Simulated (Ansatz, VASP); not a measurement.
# Mn in VASP and in Ansatz

```
CELL_PARAMETERS angstrom
0.00000 2.59224 2.59224
2.59224 0.00000 2.59224
2.59224 2.59224 0.00000
ATOMIC_POSITIONS crystal
Mn 0.12500 0.12500 0.12500
Mn 0.87500 0.87500 0.87500
```

Alike in both runs: task single point; functional revPBE; k mesh 12 × 12 × 12; occupations fermi-dirac, width 0.05 eV; collinear spin.

|  | VASP | Ansatz |
| --- | --- | --- |
| version | VASP 6.6.1 | Ansatz 0.2.0 |
| potentials or method | VASP PAW PBE potentials, release 64 (Mn_pv), cutoff 520 eV | plane waves (420 eV) with PAW, scalar-relativistic |
| valence electrons in the cell | 26 | 30 |

|  | VASP | Ansatz | Ansatz less VASP |
| --- | --- | --- | --- |
| pressure (GPa) | 2.1 | 1.8 | -0.31 |
| net moment per atom (μB) | 0.00 | 0.00 | 0.000 |
| size of the moment on the site where the two differ most (μB) | 2.48 | 2.30 | -0.186 |

VASP's potentials were made for PBE, not for revPBE. Site moments also hang on the region over which each program counts them. With one functional, cell and mesh, what is left measures potentials, basis and numerics. VASP's potentials hold 26 valence electrons a cell and Ansatz's 30, so a difference there can come from the potentials and not from the codes.
